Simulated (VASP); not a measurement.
Set up this calculation in VASP 6.6.1, as the native input.

```
Task                   : single point
Functional             : PBE
Potentials or basis    : VASP PAW PBE potentials, release 64 (Al, Pt)
Cutoff                 : 520 eV
k mesh                 : 4 × 4 × 4
Occupations            : gaussian, width 0.1 eV
Spin                   : no spin polarisation
Dipole correction      : no
Further INCAR settings : ALGO = Fast; EDIFF = 1e-06; NBANDS = 18
```

The structure of Al3Pt lies in POSCAR:

```
Al3Pt
1.0
    5.0882014887      0.0000000000      0.0000000000
    0.0000000000      5.0882014887      0.0000000000
    0.0000000000      0.0000000000      2.7365574379
Al Pt
3 1
Direct
    0.0000000000      0.5000000000     -0.0000425252
    0.5000000000      0.0000000000      1.0000425252
    0.5000000000      0.5000000000      0.5000000000
    0.0000000000      0.0000000000      0.0000000000
```

The input as run:

INCAR

```
  PREC = Accurate
  ENCUT = 520
  EDIFF = 1E-6
  ISMEAR = 0
  SIGMA = 0.1
  LREAL = F
  LASPH = T
  NELM = 80
  ALGO = Fast
  ISIF = 2
  LWAVE = F
  LCHARG = F
  GGA = PE
  NBANDS = 18
```

KPOINTS

```
regular mesh
0
Gamma
  4 4 4
```

Potentials or basis: VASP PAW PBE potentials, release 64 (Al, Pt).

Run with:

```console
$ cat potpaw_PBE.64/Al/POTCAR potpaw_PBE.64/Pt/POTCAR > POTCAR
$ mpirun -np 1 vasp_std > vasp.out
```

It gave:

```yaml
Pressure: 0.0 GPa
```

Caveat: the k points lie up to 0.57 Å⁻¹ apart.

Wall time 16 s on 1 thread of AMD EPYC 7R13 Processor (Zen 3) (shared host), peak memory 0.15 GiB.
